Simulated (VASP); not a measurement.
Input of a VASP 6.6.1 run:

INCAR

```
SYSTEM = Cu
  PREC = Accurate
  ENCUT = 600
  EDIFF = 1E-6
  ISMEAR = 1
  SIGMA = 0.1
  LREAL = .FALSE.
  LASPH = .TRUE.
  NELM = 120
  ALGO = Normal
  ISIF = 2
  LWAVE = .FALSE.
  LCHARG = .FALSE.
  GGA = PS
  NBANDS = 12
  GGA_COMPAT = .FALSE.
```

Contents of KPOINTS:

```
Automatic mesh
0
G
  7 7 5
  0 0 0
```

Contents of POSCAR:

```
Cu
1.0
    3.6230013300      0.0000000000      0.0000000000
   -1.8115006700      3.1376111900      0.0000000000
    0.0000000000      0.0000000000      5.3203560000
Cu
1
Direct
    0.3333333333      0.6666666667      0.9842140000
```

Potentials or basis: VASP PAW PBE potentials, release 64 (Cu).

Command:

```console
$ cat potpaw_PBE.64/Cu/POTCAR > POTCAR
$ mpirun -np 1 vasp_std > vasp.out
```

(1) Predict the band gap on the k mesh.

(2) Predict the pressure.

Answers

(1) zero (an odd number of electrons rules out a gap without spin polarisation).

(2) -4.6 GPa.

Caveat: the stress differs along the axes, from -7 to -1 GPa; the PAW data sets were made with another functional, which shifts forces and pressure a little.
